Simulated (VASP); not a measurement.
Wanted: the native input for a VASP 6.6.1 run.

- Task: single point
- Functional: PBEsol
- Potentials or basis: VASP PAW PBE potentials, release 64 (Si, C)
- Cutoff: 520 eV
- k mesh: 12 × 12 × 4
- Occupations: gaussian, width 0.02 eV
- Spin: no spin polarisation
- Dipole correction: no
- Further INCAR settings: ALGO = Normal; EDIFF = 1e-06; NBANDS = 26

The structure of SiC lies in POSCAR:

```
SiC
1.0
    3.0780369099      0.0000000000      0.0000000000
   -1.5390184549      2.6656581578      0.0000000000
    0.0000000000      0.0000000000     10.0756977292
Si C
4 4
Direct
    0.6666666667      0.3333333333      0.9378298158
    0.3333333333      0.6666666667      0.4378298158
    0.0000000000      0.0000000000      0.6878977750
    0.0000000000      0.0000000000      0.1878977750
    0.6666666667      0.3333333333      0.7498180123
    0.3333333333      0.6666666667      0.2498180123
    0.0000000000      0.0000000000      0.5004533969
    0.0000000000      0.0000000000      0.0004533969
```

These files were run (other wordings do the same):

INCAR

```
PREC     = Accurate       # precision mode
ENCUT    = 520            # plane-wave cutoff, eV
EDIFF    = 1E-6           # SCF threshold, eV
ISMEAR   = 0              # smearing method
SIGMA    = 0.02           # smearing width, eV
LREAL    = False          # projectors in reciprocal space
LASPH    = True           # aspherical terms in the spheres
NELM     = 60             # most SCF steps
ALGO     = Normal         # electronic algorithm
ISIF     = 2              # what is computed and relaxed
LWAVE    = False          # write WAVECAR
LCHARG   = False          # write CHGCAR
GGA      = PS             # functional
NBANDS   = 26             # bands
```

KPOINTS

```
Automatic mesh
0
Gamma
  12 12 4
```

Potentials or basis: VASP PAW PBE potentials, release 64 (Si, C).

The run is started by

```console
$ cat potpaw_PBE.64/Si/POTCAR potpaw_PBE.64/C/POTCAR > POTCAR
$ mpirun -np 1 vasp_std > vasp.out
```

Results of the run:

* Pressure: 0.4 GPa
* Largest force: 0.004 eV/Å
* Band gap on the k mesh: 2.11 eV (least direct gap 3.23 eV)

Caveat: the PAW data sets were made with another functional, which shifts forces and pressure a little.

It took 38 s on 1 thread of Intel(R) Xeon(R) 6975P-C (Granite Rapids), with other jobs on the host, peak memory 0.24 GiB.
